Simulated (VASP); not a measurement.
# PbO (P4/nmm) in VASP: further runs, part 2 of 2

VASP 6.6.1. The steps go on from the part before.

## 4. Relaxation of cell and atoms, PBE

File INCAR:

```
SYSTEM = PbO
PREC = Accurate ; ENCUT = 600
EDIFF = 1E-6 ; ISMEAR = 0
SIGMA = 0.02 ; LREAL = .False.
LASPH = .True. ; NELM = 60
ALGO = Normal ; ISIF = 3
LWAVE = .False. ; LCHARG = .False.
GGA = PE ; IBRION = 2
NSW = 80 ; EDIFFG = -0.01
```

File KPOINTS:

```
regular mesh
0
Gamma
  8 8 6
  0 0 0
```

File POSCAR:

```
PbO
1.0
    3.9529822318      0.0000000000      0.0000000000
    0.0000000000      3.9529822318      0.0000000000
    0.0000000000      0.0000000000      5.1771966280
Pb O
2 2
Direct
    0.0000000000      0.5000000000      0.2287756856
    0.5000000000      0.0000000000      0.7712243144
    0.5000000000      0.5000000000      0.0000000000
    0.0000000000      0.0000000000      0.0000000000
```

Potentials or basis: VASP PAW PBE potentials, release 64 (Pb_d, O).

Launch:

```bash
> cat potpaw_PBE.64/Pb_d/POTCAR potpaw_PBE.64/O/POTCAR > POTCAR
> mpirun -np 1 vasp_std > vasp.out
```

OUTCAR:

```text
SYSTEM = PbO
   PREC = Accurate
   ENCUT = 600
   EDIFF = 1E-6
   ISMEAR = 0
   LREAL = .False.
   LASPH = .True.
   NELM = 60
   ISIF = 3
   GGA = PE
   IBRION = 2
   NSW = 80
   EDIFFG = -0.01

 ion  position               nearest neighbor table
   1  0.000  0.500  0.229-   3 2.30   4 2.30   4 2.30   3 2.30   2 3.66   2 3.66   2 3.66   2 3.66
                             2 3.96   2 3.96   2 3.96   2 3.96
   2  0.500  0.000  0.771-   3 2.30   4 2.30   3 2.30   4 2.30   1 3.66   1 3.66   1 3.66   1 3.66
                             1 3.96   1 3.96   1 3.96   1 3.96
   3  0.500  0.500  0.000-   1 2.30   2 2.30   2 2.30   1 2.30
   4  0.000  0.000  0.000-   1 2.30   2 2.30   1 2.30   2 2.30

  LATTYP: Found a simple tetragonal cell.
 ALAT       =     3.9529822318
 C/A-ratio  =     1.3096938778

  Lattice vectors:

 A1 = (   3.9529822318,   0.0000000000,   0.0000000000)
 A2 = (   0.0000000000,   3.9529822318,   0.0000000000)
 A3 = (   0.0000000000,   0.0000000000,   5.1771966280)

Analysis of symmetry for initial positions (statically):
=====================================================================
 Subroutine PRICEL returns:
 Original cell was already a primitive cell.

 Routine SETGRP: Setting up the symmetry group for a
 simple tetragonal supercell.

 Subroutine GETGRP returns: Found 16 space group operations
 (whereof  8 operations were pure point group operations)
 out of a pool of 16 trial point group operations.
[... 181 lines left out ...]
  external PRESSURE =      52.9195801 kB  Pullay stress =       0.0000000 kB
[... 95 lines left out ...]
  FREE ENERGIE OF THE ION-ELECTRON SYSTEM (eV)
  ---------------------------------------------------
  free  energy   TOTEN  =       -21.4911027140 eV

  energy  without entropy=      -21.4911027140  energy(sigma->0) =      -21.49110271

 E-fermi :   4.2058     XC(G=0):  -9.2122

 val. band max:        4.0504404067   @ k =   0.1250   0.0000   0.0000
 cond. band min:       5.7027467158   @ k =   0.5000   0.5000   0.0000
 fundamental gap:      1.6523063091
 Fermi energy:         4.2057622000

 k-point     1 :       0.0000    0.0000    0.0000
  band No.  band energies     occupation
      1     -13.9116      2.00000
      2     -13.5068      2.00000
      3     -11.8341      2.00000
      4     -11.8341      2.00000
      5     -11.7856      2.00000
      6     -11.7686      2.00000
[... 637 lines left out ...]
     23       9.7007      0.00000
     24       9.7007      0.00000

 [... further k-points ...]

[... ionic steps 4 to 18 ...]

--------------------------------------- Ionic step       19  -------------------------------------------

 number of electron      40.0000013 magnetization

------------------------ aborting loop because EDIFF is reached ----------------------------------------
[... 71 lines left out ...]
--------------------------------------- Ionic step       21  -------------------------------------------

 number of electron      40.0000014 magnetization

 Free energy of the ion-electron system (eV)
  ---------------------------------------------------
  ext. energy  EPLUGINS =         0.00000000
  ---------------------------------------------------
  free energy    TOTEN  =       -21.51202027 eV

  energy without entropy =      -21.51202027  energy(sigma->0) =      -21.51202027

 E-fermi :   3.9245     XC(G=0):  -9.0495

 val. band max:        3.8112915063   @ k =   0.0000   0.0000   0.0000
 cond. band min:       5.5655378796   @ k =   0.5000   0.5000   0.0000
 fundamental gap:      1.7542463733
 Fermi energy:         3.9245096865

 k-point     1 :       0.0000    0.0000    0.0000
  band No.  band energies     occupation
      1     -14.0960      2.00000
      2     -13.6975      2.00000
      3     -12.0544      2.00000
      4     -12.0544      2.00000
      5     -12.0073      2.00000
      6     -11.9985      2.00000
[... 670 lines left out ...]
  FREE ENERGIE OF THE ION-ELECTRON SYSTEM (eV)
  ---------------------------------------------------
  free  energy   TOTEN  =       -21.5120202734 eV

  energy  without entropy=      -21.5120202734  energy(sigma->0) =      -21.51202027

 reached required accuracy - stopping structural energy minimisation
```

OSZICAR:

```text
N       E                     dE             d eps       ncg     rms          rms(c)
DAV:   1     0.473074728203E+03    0.47307E+03   -0.21843E+04  2880   0.218E+03
[... 197 lines left out ...]
       N       E                     dE             d eps       ncg     rms          rms(c)
DAV:   1    -0.215131930971E+02   -0.11830E-02   -0.11171E-01  4536   0.304E+00    0.209E-01
DAV:   2    -0.215121855313E+02    0.10076E-02   -0.57520E-03  3648   0.701E-01    0.698E-02
DAV:   3    -0.215120404807E+02    0.14505E-03   -0.64869E-04  4224   0.415E-01    0.313E-02
DAV:   4    -0.215120182038E+02    0.22277E-04   -0.16243E-04  4280   0.180E-01    0.109E-02
DAV:   5    -0.215120206640E+02   -0.24602E-05   -0.27838E-05  4344   0.597E-02    0.566E-03
DAV:   6    -0.215120202734E+02    0.39062E-06   -0.49459E-06  2872   0.285E-02
  21 F= -.21512020E+02 E0= -.21512020E+02  d E =-.129226E-03
```

CONTCAR:

```text
PbO
   1.00000000000000
     4.0549310782964447    0.0000000000000000    0.0000000000000000
     0.0000000000000000    4.0549310782964447   -0.0000000000000000
     0.0000000000000000   -0.0000000000000000    5.5441836282146086
  Pb              O
     2     2
Direct
     0.0000000000000000    0.5000000000000000    0.2150696247386822
     0.5000000000000000    0.0000000000000000    0.7849303752613175
     0.5000000000000000    0.5000000000000000    0.0000000000000000
     0.0000000000000000    0.0000000000000000    0.0000000000000000

  0.00000000E+00  0.00000000E+00  0.00000000E+00
  0.00000000E+00  0.00000000E+00  0.00000000E+00
  0.00000000E+00  0.00000000E+00  0.00000000E+00
  0.00000000E+00  0.00000000E+00  0.00000000E+00
```

Wall time 11 min (1 thread of Intel Xeon 6975P-C (Granite Rapids), shared host); peak memory 0.29 GiB.

What came out:

* Free energy: -21.5120 eV
* Relaxed volume: 22.79 Å³/atom
* Relaxed cell: a = 4.055 Å, b = 4.055 Å, c = 5.544 Å, α = 90.00°, β = 90.00°, γ = 90.00°
* Space group after relaxing (to 0.1 Å): P4/nmm (No. 129)
* Energy gained by relaxing: 24.1 meV/atom
* Ionic steps: 21
* Pressure after relaxing: 0.0 GPa
* Band gap on the k mesh: 1.75 eV (least direct gap 1.93 eV)

The path:
| step | energy change (eV) | largest force (eV/Å) | pressure (GPa) | volume (Å³) |
| --- | --- | --- | --- | --- |
| 1 | 0.0000 | 0.6418 | 5.29 | 80.90 |
| 2 | -0.0170 | 1.0026 | -3.36 | 88.97 |
| 3 | -0.0756 | 0.2897 | 0.25 | 85.02 |
| 4 | -0.0834 | 0.1892 | 0.19 | 85.70 |
| 5 | -0.0870 | 0.0097 | -0.01 | 87.17 |
| 6 | -0.0877 | 0.0430 | 0.03 | 86.76 |
| 7 | -0.0887 | 0.0196 | 0.15 | 86.91 |
| 8 | -0.0909 | 0.0503 | 0.41 | 87.35 |
| 9 | -0.0911 | 0.1985 | 1.02 | 88.21 |
| 10 | -0.0917 | 0.1311 | 0.76 | 87.83 |
| 11 | -0.0920 | 0.1276 | 0.73 | 87.91 |
| 12 | -0.0927 | 0.1131 | 0.65 | 88.15 |
| 13 | -0.0941 | 0.0854 | 0.52 | 88.65 |
| 14 | -0.0957 | 0.0297 | 0.25 | 89.63 |
| 15 | -0.0958 | 0.0792 | -0.21 | 91.59 |
| 16 | -0.0963 | 0.0268 | 0.02 | 90.65 |
| 17 | -0.0963 | 0.0315 | -0.01 | 90.76 |
| 18 | -0.0964 | 0.0269 | -0.01 | 90.82 |
| 19 | -0.0964 | 0.0145 | 0.02 | 90.97 |
| 20 | -0.0965 | 0.0116 | 0.05 | 91.29 |
| 21 | -0.0965 | 0.0003 | 0.03 | 91.16 |

Final structure:
```yaml
crystal:
  lattice:
    - [4.05493, 0.00000, 0.00000]
    - [0.00000, 4.05493, 0.00000]
    - [0.00000, 0.00000, 5.54418]
  atoms:
    - { symbol: Pb, position: [0.00000, 0.50000, 0.21507] }
    - { symbol: Pb, position: [0.50000, 0.00000, 0.78493] }
    - { symbol: O, position: [0.50000, 0.50000, 0.00000] }
    - { symbol: O, position: [0.00000, 0.00000, 0.00000] }
```

Caveat: spin-orbit coupling is left out, which moves the levels of the heavy elements.

## 5. Overview

```csv
task,cell,k mesh,cutoff (eV),smearing,gap on the mesh (eV),pressure (GPa),largest force (eV/Å)
single point,"a = 3.953, b = 3.953, c = 5.177 Å, 4 atoms, atomic positions A",4 × 4 × 4,520,gaussian 0.1 eV,1.35,5.4,0.64
single point,"a = 4.058, b = 4.058, c = 5.562 Å, 4 atoms, atomic positions B",8 × 8 × 6,520,gaussian 0.02 eV,1.79,0.1,0.04
relaxation of cell and atoms,"relaxed from a = 3.953, b = 3.953, c = 5.177 Å, 4 atoms, atomic positions A",8 × 8 × 6,600,gaussian 0.02 eV,1.75,0.0,-
```

Alike in all rows: level PBE; potentials or basis VASP PAW PBE potentials, release 64 (Pb_d, O); no spin polarisation.

Caveats: spin-orbit coupling is left out, which moves the levels of the heavy elements; the cell stands under pressure (at least some runs).

Absolute energies hang on the potentials; compare differences alone.
